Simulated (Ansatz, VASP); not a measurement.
**Si63O in VASP and in Ansatz**

```xyz
64
Lattice="6.6509 6.6509 3.8448 -9.9763 3.3254 1.9224 3.3254 -9.9763 9.6119" Properties=species:S:1:pos:R:3 pbc="T T T"
O    -4.7881   -6.1027   10.8188
Si   -2.2341   -2.2089    9.5956
Si   -5.4709    1.2204    3.8855
Si    1.1839    1.1887    7.6880
Si    4.5989    4.5799    5.7476
Si    1.1824   -5.4584   11.5448
Si    4.5773   -2.1580    9.6276
Si   -2.1561   -2.1400    5.7684
Si    1.1431    1.2962    3.8435
Si    1.2260   -5.4498    7.6481
Si   -2.1516    4.5937    9.5491
Si   -2.1989   -2.0906   13.5043
Si    1.2032    1.0987   11.5075
Si   -5.4454    1.1152    7.7606
Si   -2.2508    4.5545    5.7471
Si    4.4995   -2.1180   13.4539
Si   -4.5626    2.1719    1.9608
Si    2.1327   -4.5288    9.6208
Si    5.4907   -1.1703    7.7291
Si   -1.1657   -1.1633    3.8963
Si    1.8058    2.1921    1.7965
Si    2.1299   -4.4839    5.7372
Si   -1.2553    5.6160    7.6255
Si   -1.2760   -1.2225   11.5271
Si    2.1444    2.1248    9.6317
Si   -4.5477    2.1230    5.8526
Si   -1.2046    5.4305    3.8730
Si   -4.4240   -4.9071    9.6922
Si   -1.2386   -1.1952    7.7310
Si    5.5722   -1.2301   11.5914
Si    2.1242    2.2136    5.8058
Si    5.5585    5.6169    3.8506
Si    2.3088   -8.6590    9.8047
Si   -4.6096   -2.4080    9.7046
Si   -1.1968    1.1977    7.7412
Si   -7.8345    1.4007    3.7626
Si   -1.1991   -5.4247   11.5792
Si   -4.5515   -2.1396    5.7836
Si    2.1854    4.5900    5.8029
Si    2.1610   -2.1596    9.5813
Si    5.4482    1.2113    7.6679
Si   -1.2393    1.2221    3.9296
Si    5.3952   -5.4323   11.5906
Si   -1.1381   -5.5055    7.6619
Si    2.1476   -2.1066    5.7487
Si   -1.1676    1.1810   11.5724
Si   -4.6602    4.5052    5.7274
Si    2.1204   -2.1977   13.3672
Si   -2.0840   -4.5853    9.5935
Si    1.1719   -1.1972    7.6814
Si    4.4974    2.1801    5.7552
Si   -2.1870    2.1415    1.9990
Si    4.5112   -4.5371    9.6224
Si    1.2150   -1.0920    3.8403
Si   -2.0252    8.9983    5.5546
Si   -2.1037    2.1937    9.6591
Si    1.1511    5.5013    7.7074
Si   -5.6926    5.4725    3.8104
Si    1.1271   -1.2658   11.4678
Si   -5.4772   -1.2997    7.7727
Si   -2.1787    2.1679    5.8512
Si    4.5226    2.1242    9.6204
Si    1.1665    5.4883    3.9080
Si    8.0065   -1.1674   11.6385
```

Alike in both runs: functional PBE; k mesh 1 × 1 × 1; occupations gaussian, width 0.05 eV; collinear spin.

Ansatz relaxed the structure, and its values are those at the end. VASP's run is a single point on that final structure, the one shown.

|  | VASP | Ansatz |
| --- | --- | --- |
| version | VASP 6.6.1 | Ansatz 0.2.0 |
| potentials or method | VASP PAW PBE potentials, release 64 (O, Si), cutoff 520 eV | scalar-relativistic, plane waves, PAW |
| valence electrons in the cell | 258 | 258 |

Ansatz gave:

| Property | Result |
| --- | --- |
| rms of the force components (eV/Å) | 0.005 |
| net moment per atom (μB) | 0.00 |

Problem. What did VASP give for the same quantities?

Solution. rms of the force components (eV/Å): 0.006; net moment per atom (μB): 0.00.

Ansatz's warnings: seeded moment not kept.
